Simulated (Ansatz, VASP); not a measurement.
**Pt in VASP and in Ansatz**

```
CELL_PARAMETERS angstrom
2.67785 0.00000 0.00000
-1.33892 2.46253 0.00000
0.00000 0.00000 4.79213
ATOMIC_POSITIONS crystal
Pt 0.66667 0.33333 0.75000
Pt 0.33333 0.66667 0.25000
```

Change from the starting cell: strain -0.0300 x Voigt [1, -1, 0, 0, 0, 0], atoms carried along.

Alike in both runs: task single point; functional LDA; k mesh 21 × 21 × 10; occupations gaussian, width 0.15 eV; no spin polarisation.

|  | VASP | Ansatz |
| --- | --- | --- |
| version | VASP 6.6.1 | Ansatz 0.2.0 |
| potentials or method | VASP PAW LDA potentials, release 64 (Pt), cutoff 520 eV | scalar-relativistic, plane waves, PAW |
| valence electrons in the cell | 20 | 36 |

```tsv
	VASP	Ansatz	Ansatz less VASP
gap on the k mesh at the Fermi level (eV)	none	none	-
pressure (GPa)	-14.2	-14.7	-0.59
traceless stress, the component that is largest in VASP (GPa)	7.42	7.27	-0.157
```

LDA's correlation is that of Perdew and Zunger in VASP and of Perdew and Wang (1992) in Ansatz. A gap of «none» marks a metal or a gap that the smearing closes. VASP's potentials hold 20 valence electrons a cell and Ansatz's 36, so a difference there can come from the potentials and not from the codes.

Spin-orbit coupling is off throughout.
